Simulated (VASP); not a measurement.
# SnSe2 (P-3m1) in VASP: a series of runs

The runs below take SnSe2 through single point, relaxation of cell and atoms, with PBE.

All numbers are computed with VASP 6.6.1; they aren't measurements. Logs are shortened: lines on timing, memory, paths and dates and some standing lists are left out, and cuts for length are marked.

### Step 1. The cell of the first run

The structure is trigonal, space group P-3m1 (No. 164). Conventional cell: a = 3.872 Å, b = 3.872 Å, c = 7.389 Å, α = 90.00°, β = 90.00°, γ = 120.00°. Within 3.6 Å of Sn (site symmetry -3m) lie 6 Se at 2.75 Å. Within 3.6 Å of Se (site symmetry 3m) lie 3 Sn at 2.75 Å.

### Step 2. Single point, PBE (strain along c alone, the other axes held: +6.0 %, then relaxed in part)

INCAR reads:

```
ALGO = Normal ; EDIFF = 1E-6
ENCUT = 520 ; GGA = PE
ISIF = 2 ; ISMEAR = 0
LASPH = True ; LCHARG = True
LELF = True ; LREAL = False
LVHAR = True ; LWAVE = False
NBANDS = 20 ; NELM = 60
PREC = Accurate ; SIGMA = 0.02
```

KPOINTS reads:

```
k-points
0
Gamma
  12 12 4
```

POSCAR reads:

```
SnSe2
1.0
    3.8716723131      0.0000000000      0.0000000000
   -1.9358361566      3.3529665783      0.0000000000
    0.0000000000      0.0000000000      7.3893670876
Sn Se
1 2
Direct
    0.0000000000      0.0000000000      0.0000000000
    0.6666666667      0.3333333333      0.7841707509
    0.3333333333      0.6666666667      0.2158292491
```

Potentials or basis: VASP PAW PBE potentials, release 64 (Sn_d, Se).

Command:

```sh
$ cat potpaw_PBE.64/Sn_d/POTCAR potpaw_PBE.64/Se/POTCAR > POTCAR
$ mpirun -np 1 vasp_std > vasp.out
```

OUTCAR:

```text
EDIFF = 1E-6
   ENCUT = 520
   GGA = PE
   ISIF = 2
   ISMEAR = 0
   LASPH = True
   LREAL = False
   NELM = 60
   PREC = Accurate

 ion  position               nearest neighbor table
   1  0.000  0.000  0.000-   2 2.75   3 2.75   2 2.75   3 2.75   2 2.75   3 2.75
   2  0.667  0.333  0.784-   1 2.75   1 2.75   1 2.75
   3  0.333  0.667  0.216-   1 2.75   1 2.75   1 2.75

  LATTYP: Found a hexagonal cell.
 ALAT       =     3.8716723131
 C/A-ratio  =     1.9085724436

  Lattice vectors:

 A1 = (   3.8716723131,   0.0000000000,   0.0000000000)
 A2 = (  -1.9358361566,   3.3529665783,   0.0000000000)
 A3 = (   0.0000000000,   0.0000000000,   7.3893670876)

Analysis of symmetry for initial positions (statically):
=====================================================================
 Subroutine PRICEL returns:
 Original cell was already a primitive cell.

 Routine SETGRP: Setting up the symmetry group for a
 hexagonal supercell.

 Subroutine GETGRP returns: Found 12 space group operations
 (whereof 12 operations were pure point group operations)
 out of a pool of 24 trial point group operations.

The static configuration has the point symmetry D_3d.

Analysis of symmetry for dynamics (positions and initial velocities):
=====================================================================
 Subroutine PRICEL returns:
 Original cell was already a primitive cell.

 Routine SETGRP: Setting up the symmetry group for a
 hexagonal supercell.

 Subroutine GETGRP returns: Found 12 space group operations
 (whereof 12 operations were pure point group operations)
 out of a pool of 24 trial point group operations.

The dynamic configuration has the point symmetry D_3d.

 Subroutine INISYM returns: Found 12 space group operations
 (whereof 12 operations are pure point group operations),
 and found     1 'primitive' translations

----------------------------------------------------------------------------------------

                                     Primitive cell

  volume of cell :      95.9257

  direct lattice vectors                    reciprocal lattice vectors
     3.871672313  0.000000000  0.000000000     0.258286322  0.149121677  0.000000000
    -1.935836157  3.352966578  0.000000000     0.000000000  0.298243355  0.000000000
     0.000000000  0.000000000  7.389367088     0.000000000  0.000000000  0.135329588

[... 75 lines left out ...]
 SYSTEM =  unknown system
   PREC   = accura    normal or accurate (medium, high low for compatibility)
   ISTART =      0    job   : 0-new  1-cont  2-samecut
   ICHARG =      2    charge: 1-file 2-atom 10-const
   ISPIN  =      1    spin polarized calculation?
   LNONCOLLINEAR =      F non collinear calculations
   LSORBIT =      F    spin-orbit coupling
   LASPH  =      T    aspherical Exc in radial PAW
   ENCUT  =  520.0 eV  38.22 Ry    6.18 a.u.   7.20  7.20 13.74*2*pi/ulx,y,z
   NELM   =     60;   NELMIN=  2; NELMDL= -5     # of ELM steps
   EDIFF  = 0.1E-05   stopping-criterion for ELM
   LREAL  =      F    real-space projection
[... 7 lines left out ...]
   TEBEG  =    0.0;   TEEND  =   0.0 temperature during run
   PSTRESS=    0.0 pullay stress
   NELECT =      26.0000    total number of electrons
   NUPDOWN=      -1.0000    fix difference up-down
   EMIN   =  10.00;   EMAX   =-10.00  energy-range for DOS
   EFERMI =   0.00;   METHOD = LEGACY
   ISMEAR =     0;   SIGMA  =   0.02  broadening in eV -4-tet -1-fermi 0-gaus
   EFERMI_NEDOS =   21; number of points for ismear=-14 and -15
   IALGO  =     38    algorithm
   IMIX   =      4    mixing-type and parameters
     AMIX     =   0.40;   BMIX     =  1.00
     AMIX_MAG =   1.60;   BMIX_MAG =  1.00
  volume/ion in A,a.u.               =      31.98       215.78
  Fermi-wavevector in a.u.,A,eV,Ry     =   1.059467  2.002103 15.272147  1.122471
  Thomas-Fermi vector in A             =   2.194814
   LORBIT       =      0    0 simple, 1 ext, 2 COOP (PROOUT), +10 PAW based schemes
   GGA     = PE    functional components
   LHFCALC =     F    Hartree Fock is set to
   AEXX    =    0.0000 exact exchange contribution
   IVDW    =     0    specifies the selected vdW correction
   LEPSILON=     F    determine dielectric tensor
   LRPA    =     F    only Hartree local field effects (RPA)
 non-spin polarized calculation
 Gauss-broadening in eV      SIGMA  =   0.02
  energy-cutoff  :      520.00
  volume of cell :       95.93
 maximum number of plane-waves:      2613
 NGX is ok and might be reduce to    30
   NGX = 15   NGY = 15   NGZ = 27

 number of electron      25.9999997 magnetization

 Free energy of the ion-electron system (eV)
  ---------------------------------------------------
  ext. energy  EPLUGINS =         0.00000000
  ---------------------------------------------------
  free energy    TOTEN  =       -11.87325475 eV

  energy without entropy =      -11.87325475  energy(sigma->0) =      -11.87325475

 E-fermi :   2.1838     XC(G=0):  -8.2571

 val. band max:        2.0668438457   @ k =   0.1667   0.0000   0.0000
 cond. band min:       2.7922930426   @ k =   0.5000   0.0000   0.5000
 fundamental gap:      0.7254491969
 Fermi energy:         2.1837874644

 k-point     1 :       0.0000    0.0000    0.0000
  band No.  band energies     occupation
      1     -19.0412      2.00000
      2     -19.0412      2.00000
      3     -19.0087      2.00000
      4     -18.9996      2.00000
      5     -18.9996      2.00000
      6     -11.2604      2.00000
[... 541 lines left out ...]
     19       9.9401      0.00000
     20      10.5784      0.00000

 [... further k-points ...]

------------------------ aborting loop because EDIFF is reached ----------------------------------------

  FORCE on cell =-STRESS in cart. coord.  units (eV):
  Direction    XX          YY          ZZ          XY          YZ          ZX
  --------------------------------------------------------------------------------------
  -------------------------------------------------------------------------------------
  Total       -0.0090573     -0.0090573     -0.0069899      0.0000000      0.0000000      0.0000000
  in kB       -0.1512779     -0.1512779     -0.1167465      0.0000000      0.0000000      0.0000000
  external PRESSURE =      -0.1397675 kB  Pullay stress =       0.0000000 kB

 VOLUME and BASIS-vectors are now :
 -----------------------------------------------------------------------------
  energy-cutoff  :      520.00
  volume of cell :       95.93
      direct lattice vectors                 reciprocal lattice vectors
     3.871672313  0.000000000  0.000000000     0.258286322  0.149121677  0.000000000
    -1.935836157  3.352966578  0.000000000     0.000000000  0.298243355  0.000000000
     0.000000000  0.000000000  7.389367088     0.000000000  0.000000000  0.135329588

 POSITION                                       TOTAL-FORCE (eV/Angst)
 -----------------------------------------------------------------------------------
      0.00000      0.00000      0.00000        -0.000000      0.000000      0.000000
      1.93584      1.11766      5.79453         0.000000      0.000000     -0.012587
     -0.00000      2.23531      1.59484         0.000000      0.000000      0.012587
 -----------------------------------------------------------------------------------
    total drift:                                0.000000     -0.000000     -0.000000

  FREE ENERGIE OF THE ION-ELECTRON SYSTEM (eV)
  ---------------------------------------------------
  free  energy   TOTEN  =       -11.8732547491 eV

  energy  without entropy=      -11.8732547491  energy(sigma->0) =      -11.87325475
```

Wall time 71 s (1 thread of Intel Xeon 6975P-C (Granite Rapids), shared host); peak memory 0.29 GiB.

Results:

```yaml
Free_energy: -11.8733 eV
Pressure: 0.0 GPa
Largest_force: 0.013 eV/Å
Band_gap_on_the_k_mesh: 0.73 eV (least direct gap 1.06 eV)
```

Forces in eV/Å, atoms in the order of the input:
```
Sn   0.000  0.000  0.000
Se   0.000  0.000 -0.013
Se   0.000  0.000  0.013
```

Levels at points of the mesh, in eV from the valence-band top:
| k point | band 11 | band 12 | band 13 | band 14 | band 15 | band 16 |
| --- | --- | --- | --- | --- | --- | --- |
| (0.00, 0.00, 0.00) | -0.46 | -0.09 | -0.09 | 1.19 | 3.08 | 4.58 |
| (0.50, 0.00, 0.00) | -2.16 | -0.71 | -0.29 | 0.87 | 3.95 | 5.64 |
| (0.00, 0.00, 0.50) | -0.47 | -0.08 | -0.08 | 1.85 | 3.02 | 4.54 |
| (0.50, 0.00, 0.50) | -2.10 | -0.63 | -0.34 | 0.73 | 4.19 | 5.02 |

Caveat: the cell differs from its parent crystal (strain along c alone, the other axes held: +6.0 %, then relaxed in part); semilocal functionals underestimate gaps, and a narrow one can read as zero; spin-orbit coupling is left out, which moves the levels of the heavy elements; this functional lacks dispersion, which binds layers or chains, so the pressure and a relaxed spacing across them are unreliable.

(Part 1 of 3 ends here.)
